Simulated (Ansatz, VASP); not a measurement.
**Two plane-wave programs on SnS2**

```
CELL_PARAMETERS angstrom
3.81129 0.00000 0.00000
-1.90564 3.30067 0.00000
0.00000 0.00000 31.91258
ATOMIC_POSITIONS crystal
S 0.33333 0.66667 0.45349
S 0.66667 0.33333 0.54651
Sn 0.00000 0.00000 0.50000
```

Alike in both runs: task relaxation of the atoms; functional PBE; dispersion D3(BJ); k mesh 12 × 12 × 1; occupations gaussian, width 0.02 eV; no spin polarisation.

```csv
,VASP,Ansatz
version,VASP 6.6.1,Ansatz 0.2.0
potentials or method,"VASP PAW PBE potentials, release 64 (S, Sn_d), cutoff 450 eV","scalar-relativistic, plane waves, PAW"
valence electrons in the cell,26,26
```

|  | VASP | Ansatz | Ansatz less VASP |
| --- | --- | --- | --- |
| gap on the k mesh at the Fermi level, each at its own relaxed structure (eV) | 1.63 | 1.62 | -0.006 |

Ansatz's warnings: stress scf threshold loose.
